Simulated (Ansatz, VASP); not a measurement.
## MgZn4O: VASP beside Ansatz

```xyz
6
Lattice="2.6488 -4.0511 0.0000 2.6488 4.0511 0.0000 0.0000 0.0000 4.2290" Properties=species:S:1:pos:R:3 pbc="T T T"
Mg    0.0000    0.0000    0.0000
Zn    2.6488    1.3060    0.0000
Zn    2.6488   -1.3060    0.0000
Zn    1.3244   -2.0256    2.1145
Zn    1.3244    2.0256    2.1145
O     2.6488    0.0000    2.1145
```

Change from the starting cell: species swapped into the DySiNi4 type (Cmmm, No. 65).

Alike in both runs: functional PBE; k mesh 4 × 4 × 4; occupations gaussian, width 0.2 eV; no spin polarisation.

Ansatz relaxed the structure, and its values are those at the end. VASP's run is a single point on that final structure, the one shown.

|  | VASP | Ansatz |
| --- | --- | --- |
| version | VASP 6.6.1 | Ansatz 0.2.0 |
| potentials or method | VASP PAW PBE potentials, release 64 (Mg, Zn, O), cutoff 520 eV | scalar-relativistic, plane waves, PAW |
| valence electrons in the cell | 56 | 64 |

|  | VASP | Ansatz | Ansatz less VASP |
| --- | --- | --- | --- |
| gap on the k mesh at the Fermi level (eV) | none | none | - |
| pressure (GPa) | 0.3 | 0.1 | -0.20 |
| rms of the force components (eV/Å) | 0.003 | 0.001 | -0.0020 |

A gap of «none» marks a metal or a gap that the smearing closes. VASP's potentials hold 56 valence electrons a cell and Ansatz's 64, so a difference there can come from the potentials and not from the codes.

The k mesh is coarse, so the values compare programs but aren't converged.
